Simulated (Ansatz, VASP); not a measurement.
## Two plane-wave programs on Al8H

```
Al H
1.0
     5.71352    0.00000    0.00000
     0.00000    8.08013    0.00000
     0.00000    0.00000   22.24328
Al H
16 2
Cartesian
  1.4284 2.0200 4.0000
  1.4284 6.0601 4.0000
  4.2851 2.0200 4.0000
  4.2851 6.0601 4.0000
  0.0000 0.0000 5.4284
  0.0000 4.0401 5.4284
  2.8568 0.0000 5.4284
  2.8568 4.0401 5.4284
  1.4284 2.0200 6.9012
  1.4284 6.0601 6.9012
  4.2851 2.0200 6.9012
  4.2851 6.0601 6.9012
  0.0000 0.0000 8.2433
  0.0000 4.0401 8.2433
  2.8568 0.0000 8.2433
  2.8568 4.0401 8.2433
  1.4284 0.9025 9.9733
  1.4284 3.1375 9.9733
```

Alike in both runs: task single point; functional PBE; k mesh 5 × 4 × 1; occupations gaussian, width 0.1 eV; no spin polarisation.

```csv
,VASP,Ansatz
version,VASP 6.6.1,Ansatz 0.2.0
potentials or method,"VASP PAW PBE potentials, release 64 (Al, H), cutoff 520 eV","scalar-relativistic, plane waves, PAW"
valence electrons in the cell,50,50
```

|  | VASP | Ansatz | Ansatz less VASP |
| --- | --- | --- | --- |
| gap on the k mesh at the Fermi level (eV) | none | none | - |
| rms of the force components (eV/Å) | 0.340 | 0.339 | -0.0004 |

Atom by atom the forces differ by 0.001 eV/Å (rms over components). A gap of «none» marks a metal or a gap that the smearing closes. With one functional, cell and mesh, what is left measures potentials, basis and numerics. Ansatz's warnings: xc potential rough in thin density.
